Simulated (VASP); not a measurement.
# CsLiCr2Te2S3 (Cmmm) in VASP: single point with PBE

Aim: the single point of CsLiCr2Te2S3 with PBE.

Everything below comes from runs of VASP 6.6.1. Logs are shortened: lines on timing, memory, paths and dates and some standing lists are left out, and cuts for length are marked.

### 1 The cell of the first run

It takes space group Cmmm (No. 65, orthorhombic). The conventional cell has a = 7.818 Å, b = 13.530 Å, c = 5.471 Å, α = 90.00°, β = 90.00°, γ = 90.00°. Cs (site symmetry mmm) has 2 S at 2.74 Å within 3.6 Å. Li (site symmetry mmm) has 2 S at 2.24 Å within 3.0 Å. Within 3.0 Å of Cr (site symmetry 2/m) lie 2 S at 2.26 Å and 2 Te at 2.74 Å. Within 3.6 Å of Te (site symmetry 2/m) lie 2 Cr at 2.74 Å and 4 S at 3.55 Å. Within 3.0 Å of S (site symmetry m2m) lie 1 Li at 2.24 Å and 2 Cr at 2.26 Å. S (site symmetry mmm) has 2 Cs at 2.74 Å within 3.6 Å.

### 2 Single point, PBE, collinear spin, ferromagnetic start

INCAR reads:

```
SYSTEM = CsLiCr2Te2S3
PREC = Accurate
ENCUT = 520
EDIFF = 1E-6
ISMEAR = 0
SIGMA = 0.15
LREAL = .FALSE.
LASPH = .TRUE.
NELM = 150
ALGO = Normal
ISIF = 2
LWAVE = .FALSE.
LCHARG = .TRUE.
ISPIN = 2
MAGMOM = 0 0 3 3 0 0 0 0 0
LORBIT = 11
LMAXMIX = 4
GGA = PE
LELF = .TRUE.
LVHAR = .TRUE.
NBANDS = 47
```

KPOINTS reads:

```
Automatic mesh
0
G
  2 2 2
  0 0 0
```

POSCAR reads:

```
CsLiCr2Te2S3
1.0
    3.9087536557     -6.7651807731      0.0000000000
    3.9087536557      6.7651807731      0.0000000000
    0.0000000000      0.0000000000      5.4709031160
Cs Li Cr Te S
1 1 2 2 3
Direct
    0.5000000000      0.5000000000      0.0000000000
    0.0000000000      0.0000000000      0.5000000000
    0.0000000000      0.5000000000      0.5000000000
    0.5000000000      0.0000000000      0.5000000000
    0.0000000000      0.5000000000      0.0000000000
    0.5000000000      0.0000000000      0.0000000000
    0.8343821579      0.1656178421      0.5000000000
    0.1656178421      0.8343821579      0.5000000000
    0.5000000000      0.5000000000      0.5000000000
```

Potentials or basis: VASP PAW PBE potentials, release 64 (Cs_sv, Li_sv, Cr_pv, Te, S).

Launch:

```console
$ cat potpaw_PBE.64/Cs_sv/POTCAR potpaw_PBE.64/Li_sv/POTCAR potpaw_PBE.64/Cr_pv/POTCAR potpaw_PBE.64/Te/POTCAR potpaw_PBE.64/S/POTCAR > POTCAR
$ mpirun -np 1 vasp_std > vasp.out
```

OUTCAR:

```text
SYSTEM = CsLiCr2Te2S3
   PREC = Accurate
   ENCUT = 520
   EDIFF = 1E-6
   ISMEAR = 0
   LREAL = .FALSE.
   LASPH = .TRUE.
   NELM = 150
   ISIF = 2
   ISPIN = 2
   LORBIT = 11
   GGA = PE

 ion  position               nearest neighbor table
   1  0.500  0.500  0.000-   9 2.74   9 2.74
   2  0.000  0.000  0.500-   7 2.24   8 2.24
   3  0.000  0.500  0.500-   7 2.26   8 2.26   5 2.74   5 2.74
   4  0.500  0.000  0.500-   7 2.26   8 2.26   6 2.74   6 2.74
   5  0.000  0.500  0.000-   3 2.74   3 2.74
   6  0.500  0.000  0.000-   4 2.74   4 2.74
   7  0.834  0.166  0.500-   2 2.24   3 2.26   4 2.26
   8  0.166  0.834  0.500-   2 2.24   3 2.26   4 2.26
   9  0.500  0.500  0.500-   1 2.74   1 2.74

  LATTYP: Found a base centered orthorhombic cell.
 ALAT       =     7.8175073114
 B/A-ratio  =     1.7307769609
 C/A-ratio  =     0.6998270546

  Lattice vectors:

 A1 = (   3.9087536557,  -6.7651807731,   0.0000000000)
 A2 = (   3.9087536557,   6.7651807731,   0.0000000000)
 A3 = (   0.0000000000,   0.0000000000,   5.4709031160)

Analysis of symmetry for initial positions (statically):
=====================================================================
 Subroutine PRICEL returns:
 Original cell was already a primitive cell.

 Routine SETGRP: Setting up the symmetry group for a
 base centered orthorhombic supercell.

 Subroutine GETGRP returns: Found  8 space group operations
 (whereof  8 operations were pure point group operations)
 out of a pool of  8 trial point group operations.

The static configuration has the point symmetry D_2h.

Analysis of symmetry for dynamics (positions and initial velocities):
=====================================================================
 Subroutine PRICEL returns:
 Original cell was already a primitive cell.

 Routine SETGRP: Setting up the symmetry group for a
 base centered orthorhombic supercell.

 Subroutine GETGRP returns: Found  8 space group operations
 (whereof  8 operations were pure point group operations)
 out of a pool of  8 trial point group operations.

The dynamic configuration has the point symmetry D_2h.

Analysis of structural, dynamic, and magnetic symmetry:
=====================================================================
 Subroutine PRICEL returns:
 Original cell was already a primitive cell.

 Routine SETGRP: Setting up the symmetry group for a
 base centered orthorhombic supercell.

 Subroutine GETGRP returns: Found  8 space group operations
 (whereof  8 operations were pure point group operations)
 out of a pool of  8 trial point group operations.

The overall configuration has the point symmetry D_2h.

 Subroutine INISYM returns: Found  8 space group operations
 (whereof  8 operations are pure point group operations),
 and found     1 'primitive' translations

----------------------------------------------------------------------------------------

                                     Primitive cell

  volume of cell :     289.3388

  direct lattice vectors                    reciprocal lattice vectors
     3.908753656 -6.765180773  0.000000000     0.127918013 -0.073907855  0.000000000
     3.908753656  6.765180773  0.000000000     0.127918013  0.073907855  0.000000000
     0.000000000  0.000000000  5.470903116     0.000000000  0.000000000  0.182785178

  length of vectors
     7.813195635  7.813195635  5.470903116     0.147734184  0.147734184  0.182785178

  position of ions in fractional coordinates (direct lattice)
     0.500000000  0.500000000  0.000000000
     0.000000000  0.000000000  0.500000000
     0.000000000  0.500000000  0.500000000
     0.500000000  0.000000000  0.500000000
     0.000000000  0.500000000  0.000000000
     0.500000000  0.000000000  0.000000000
     0.834382158  0.165617842  0.500000000
     0.165617842  0.834382158  0.500000000
     0.500000000  0.500000000  0.500000000

  ion indices of the primitive-cell ions
   primitive index   ion index
                 1           1
                 2           2
                 3           3
                 4           4
                 5           5
                 6           6
                 7           7
                 8           8
                 9           9

----------------------------------------------------------------------------------------

 KPOINTS: Automatic mesh

Automatic generation of k-mesh.
 Grid dimensions read from file:
 generate k-points for:    2    2    2

 Generating k-lattice:

  Cartesian coordinates                     Fractional coordinates (reciprocal lattice)
     0.063959006 -0.036953928  0.000000000     0.500000000  0.000000000  0.000000000
     0.063959006  0.036953928  0.000000000     0.000000000  0.500000000  0.000000000
     0.000000000  0.000000000  0.091392589     0.000000000  0.000000000  0.500000000

  Length of vectors
     0.073867092  0.073867092  0.091392589

  Shift w.r.t. Gamma in fractional coordinates (k-lattice)
     0.000000000  0.000000000  0.000000000

 Subroutine IBZKPT returns following result:
 ===========================================

 Found      6 irreducible k-points:

 Following reciprocal coordinates:
            Coordinates               Weight
  0.000000  0.000000  0.000000      1.000000
  0.500000  0.000000  0.000000      2.000000
  0.500000  0.500000  0.000000      1.000000
  0.000000  0.000000  0.500000      1.000000
  0.500000  0.000000  0.500000      2.000000
  0.500000  0.500000  0.500000      1.000000
   k-points           NKPTS =      6   k-points in BZ     NKDIM =      6   number of bands    NBANDS=     47
   number of dos      NEDOS =    301   number of ions     NIONS =      9
   total plane-waves  NPLWV = 151200
   dimension x,y,z NGX =    60 NGY =   60 NGZ =   42
   dimension x,y,z NGXF=   120 NGYF=  120 NGZF=   84
   ions per type =               1   1   2   2   3
   NGX,Y,Z   is equivalent  to a cutoff of  12.77, 12.77, 12.76 a.u.
   NGXF,Y,Z  is equivalent  to a cutoff of  25.53, 25.53, 25.53 a.u.
 SYSTEM =  CsLiCr2Te2S3
   PREC   = accura    normal or accurate (medium, high low for compatibility)
   ISTART =      0    job   : 0-new  1-cont  2-samecut
   ICHARG =      2    charge: 1-file 2-atom 10-const
   ISPIN  =      2    spin polarized calculation?
   LNONCOLLINEAR =      F non collinear calculations
   LSORBIT =      F    spin-orbit coupling
   LASPH  =      T    aspherical Exc in radial PAW
   ENCUT  =  520.0 eV  38.22 Ry    6.18 a.u.  14.53 14.53 10.17*2*pi/ulx,y,z
   NELM   =    150;   NELMIN=  2; NELMDL= -5     # of ELM steps
   EDIFF  = 0.1E-05   stopping-criterion for ELM
   LREAL  =      F    real-space projection
   EDIFFG = 0.1E-04   stopping-criterion for IOM
   NSW    =      0    number of steps for IOM
   IBRION =     -1    ionic relax: 0-MD 1-quasi-New 2-CG
   NFREE  =      0    steps in history (QN), initial steepest desc. (CG)
   ISIF   =      2    stress and relaxation
   ISYM   =      2    0-nonsym 1-usesym 2-fastsym
   POTIM  = 0.5000    time-step for ionic-motion
   TEBEG  =    0.0;   TEEND  =   0.0 temperature during run
   PSTRESS=    0.0 pullay stress
   NELECT =      66.0000    total number of electrons
   NUPDOWN=      -1.0000    fix difference up-down
   EMIN   =  10.00;   EMAX   =-10.00  energy-range for DOS
   EFERMI =   0.00;   METHOD = LEGACY
   ISMEAR =     0;   SIGMA  =   0.15  broadening in eV -4-tet -1-fermi 0-gaus
   EFERMI_NEDOS =   21; number of points for ismear=-14 and -15
   IALGO  =     38    algorithm
   IMIX   =      4    mixing-type and parameters
     AMIX     =   0.40;   BMIX     =  1.00
     AMIX_MAG =   1.60;   BMIX_MAG =  1.00
  volume/ion in A,a.u.               =      32.15       216.95
  Fermi-wavevector in a.u.,A,eV,Ry     =   1.000278  1.890251 13.613383  1.000555
  Thomas-Fermi vector in A             =   2.132623
   LORBIT       =     11    0 simple, 1 ext, 2 COOP (PROOUT), +10 PAW based schemes
   GGA     = PE    functional components
   LHFCALC =     F    Hartree Fock is set to
   AEXX    =    0.0000 exact exchange contribution
   IVDW    =     0    specifies the selected vdW correction
   LEPSILON=     F    determine dielectric tensor
   LRPA    =     F    only Hartree local field effects (RPA)
 spin polarized calculation
 Gauss-broadening in eV      SIGMA  =   0.15
  energy-cutoff  :      520.00
  volume of cell :      289.34
 maximum number of plane-waves:      7836
 NGX is ok and might be reduce to    60
   NGX = 29   NGY = 29   NGZ = 21

 number of electron      65.9999979 magnetization       5.5566918

 Free energy of the ion-electron system (eV)
  ---------------------------------------------------
  ext. energy  EPLUGINS =         0.00000000
  ---------------------------------------------------
  free energy    TOTEN  =       -41.44546861 eV

  energy without entropy =      -41.39507785  energy(sigma->0) =      -41.42027323

 E-fermi :   2.2125     XC(G=0):  -7.8769

 val. band max:        2.1847697106   @ k =   0.5000   0.0000   0.5000
 cond. band min:       2.2231173904   @ k =   0.0000   0.0000   0.5000
 fundamental gap:      0.0383476798
 Fermi energy:         2.2125425873

 spin component 1

 k-point     1 :       0.0000    0.0000    0.0000
  band No.  band energies     occupation
      1     -44.0216      1.00000
      2     -41.9405      1.00000
      3     -41.9365      1.00000
      4     -41.9310      1.00000
      5     -41.9307      1.00000
      6     -41.8578      1.00000
[... 37 lines left out ...]
     44       6.5644      0.00000
     45       6.7522      0.00000
[... 198 lines left out ...]
      4     -41.9305      1.00000
      5     -41.9302      1.00000
      6     -41.8578      1.00000
[... 37 lines left out ...]
     44       6.5492      0.00000
     45       6.9131      0.00000
 Fermi energy:         2.2125425873

 spin component 2

 k-point     1 :       0.0000    0.0000    0.0000
  band No.  band energies     occupation
      1     -44.0093      1.00000
      2     -38.9335      1.00000
      3     -38.9262      1.00000
      4     -38.7223      1.00000
      5     -38.7218      1.00000
      6     -38.1069      1.00000
[... 37 lines left out ...]
     44       6.8864      0.00000
     45       6.8943      0.00000
[... 198 lines left out ...]
      4     -38.7217      1.00000
      5     -38.7213      1.00000
      6     -38.1068      1.00000
[... 37 lines left out ...]
     44       6.9223      0.00000
     45       7.2448      0.00000
 [bands above 45 left out]

------------------------ aborting loop because EDIFF is reached ----------------------------------------

  FORCE on cell =-STRESS in cart. coord.  units (eV):
  Direction    XX          YY          ZZ          XY          YZ          ZX
  --------------------------------------------------------------------------------------
  -------------------------------------------------------------------------------------
  Total       -0.7083285      0.9840638      0.3051520     -0.0000000      0.0000000      0.0000000
  in kB       -3.9222801      5.4491293      1.6897410     -0.0000000      0.0000000      0.0000000
  external PRESSURE =       1.0721967 kB  Pullay stress =       0.0000000 kB

 VOLUME and BASIS-vectors are now :
 -----------------------------------------------------------------------------
  energy-cutoff  :      520.00
  volume of cell :      289.34
      direct lattice vectors                 reciprocal lattice vectors
     3.908753656 -6.765180773  0.000000000     0.127918013 -0.073907855  0.000000000
     3.908753656  6.765180773  0.000000000     0.127918013  0.073907855  0.000000000
     0.000000000  0.000000000  5.470903116     0.000000000  0.000000000  0.182785178

 POSITION                                       TOTAL-FORCE (eV/Angst)
 -----------------------------------------------------------------------------------
      3.90875      0.00000      0.00000         0.000000      0.000000     -0.000000
      0.00000      0.00000      2.73545        -0.000000      0.000000     -0.000000
      1.95438      3.38259      2.73545         0.000000      0.000000     -0.000000
      1.95438     -3.38259      2.73545         0.000000      0.000000     -0.000000
      1.95438      3.38259      0.00000         0.000000      0.000000     -0.000000
      1.95438     -3.38259      0.00000        -0.000000      0.000000     -0.000000
      3.90875     -4.52431      2.73545         0.000000      0.078192     -0.000000
      3.90875      4.52431      2.73545         0.000000     -0.078192      0.000000
      3.90875      0.00000      2.73545         0.000000      0.000000     -0.000000
 -----------------------------------------------------------------------------------
    total drift:                               -0.000000     -0.000000      0.000000

  FREE ENERGIE OF THE ION-ELECTRON SYSTEM (eV)
  ---------------------------------------------------
  free  energy   TOTEN  =       -41.4454686119 eV

  energy  without entropy=      -41.3950778493  energy(sigma->0) =      -41.42027323

 total charge

# of ion       s       p       d       tot
------------------------------------------
    1        1.845   4.586   0.134   6.564
    2        2.023   0.050   0.000   2.073
    3        0.249   6.222   4.108  10.579
    4        0.249   6.222   4.108  10.579
    5        1.375   1.955   0.017   3.347
    6        1.375   1.955   0.017   3.347
    7        1.337   2.418   0.000   3.755
    8        1.337   2.418   0.000   3.755
    9        1.378   2.267   0.000   3.645
--------------------------------------------------
tot         11.167  28.094   8.383  47.644

 magnetization (x)

# of ion       s       p       d       tot
------------------------------------------
    1       -0.000  -0.006   0.000  -0.006
    2        0.003   0.003   0.000   0.005
    3        0.051   0.029   3.226   3.306
    4        0.051   0.029   3.226   3.306
    5       -0.007  -0.314   0.007  -0.314
    6       -0.007  -0.314   0.007  -0.314
    7       -0.012  -0.228   0.000  -0.239
    8       -0.012  -0.228   0.000  -0.239
    9        0.002  -0.007   0.000  -0.004
--------------------------------------------------
tot          0.069  -1.035   6.467   5.501
```

Run time: 7 min. Hardware: 1 thread of AMD EPYC 7R43 (Zen 3), shared host; peak memory 0.53 GiB.

What came out:

- Free energy: -41.4455 eV
- Largest force: 0.078 eV/Å
- Net moment: 5.56 μB per cell
- Site moments: Cs -0.01; Li +0.01; Cr +3.31; Te -0.31; S -0.24, -0.00 μB
- Valence electrons inside the program's atomic spheres: Cs 6.56; Li 2.07; Cr 10.58; Te 3.35; S 3.75, 3.65

Forces in eV/Å, atoms in the order of the input:
```
Cs   0.000  0.000  0.000
Li   0.000  0.000  0.000
Cr   0.000  0.000  0.000
Cr   0.000  0.000  0.000
Te   0.000  0.000  0.000
Te   0.000  0.000  0.000
S    0.000  0.078  0.000
S    0.000 -0.078  0.000
S    0.000  0.000  0.000
```

Caveat: the k points lie up to 0.57 Å⁻¹ apart; the cutoff is under 1.25 times the usual one of these potentials, so pressure, stress and relaxed cells hold a basis-set (Pulay) error; spin-orbit coupling is left out, which moves the levels of the heavy elements; only a ferromagnetic start was run, and an antiferromagnetic order may lie lower in energy. With open d or f shells a metallic result of PBE can be an artefact of self-interaction; +U or a hybrid may open a gap.
